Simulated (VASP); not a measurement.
Set up this calculation in VASP 6.6.1, as the native input.

```
Task                   : single point
Functional             : PBE
Potentials or basis    : VASP PAW PBE potentials, release 64 (Mg, Se)
Cutoff                 : 600 eV
k mesh                 : 12 × 12 × 4
Occupations            : gaussian, width 0.02 eV
Spin                   : no spin polarisation
Dipole correction      : no
Further INCAR settings : ALGO = Normal; EDIFF = 1e-06; NBANDS = 24
```

The structure of Mg3Se4 lies in POSCAR:

```
Mg3Se4
1.0
    4.0804198703      0.0000000000      0.0000000000
   -2.0402099351      3.5337472658      0.0000000000
    0.0000000000      0.0000000000     11.3484871395
Mg Se
3 4
Direct
    0.0000000000      0.0000000000      0.0000000000
    0.6666666667      0.3333333333      0.7175074358
    0.3333333333      0.6666666667      0.2824925642
    0.3333333333      0.6666666667      0.8617785140
    0.6666666667      0.3333333333      0.1382214860
    0.0000000000      0.0000000000      0.3936707194
    0.0000000000      0.0000000000      0.6063292806
```

One way to write it, as run:

INCAR

```
PREC = Accurate
ENCUT = 600
EDIFF = 1E-6
ISMEAR = 0
SIGMA = 0.02
LREAL = F
LASPH = T
NELM = 120
ALGO = Normal
ISIF = 2
LWAVE = F
LCHARG = F
GGA = PE
NBANDS = 24
GGA_COMPAT = F
```

KPOINTS

```
Automatic mesh
0
Gamma
  12 12 4
```

Potentials or basis: VASP PAW PBE potentials, release 64 (Mg, Se).

The run is started by

```bash
$ cat potpaw_PBE.64/Mg/POTCAR potpaw_PBE.64/Se/POTCAR > POTCAR
$ mpirun -np 1 vasp_std > vasp.out
```

Results of the run:

```json
{
 "Pressure": "-1.6 GPa",
 "Largest force": "0.022 eV/Å",
 "Band gap on the k mesh": "0.66 eV"
}
```

Caveat: semilocal functionals underestimate gaps, and a narrow one can read as zero.

Wall time 5.4 min on 1 thread of Oxide Virtual Turin-like Processor, on a shared host, peak memory 0.49 GiB.
